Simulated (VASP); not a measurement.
Runs of VASP 6.6.1 on HfRu. The structure is that of space group Pm-3m (No. 221), or close to it. The cells are those of the table. 

```csv
task,cell,cutoff (eV),smearing,gap on the mesh (eV),pressure (GPa),relaxed volume (Å³/atom)
relaxation of cell and atoms,"relaxed from a = 3.184 Å, 2 atoms",600,gaussian 0.1 eV,none,0.0,16.08
single point,"a = 3.182 Å, 2 atoms",520,fermi-dirac 0.15 eV,none,-0.3,-
relaxation of cell and atoms,"relaxed from a = 3.182 Å, 2 atoms",600,fermi-dirac 0.15 eV,none,0.0,(a)
single point,"a = 3.182 Å, 2 atoms",520,gaussian 0.1 eV,none,-0.4,-
```

Alike in all rows: level LDA; potentials or basis VASP PAW LDA potentials, release 64 (Hf_pv, Ru_pv); no spin polarisation; k mesh 14 × 14 × 14.

Q: Estimate the missing entries.

A: (a) 16.09.

Caveats: spin-orbit coupling is left out, which moves the levels of the heavy elements.

A k mesh can miss the band edges, and the runs leave out spin-orbit coupling on Hf, Ru.

A gap of «none» marks levels without a gap at the run's occupations.
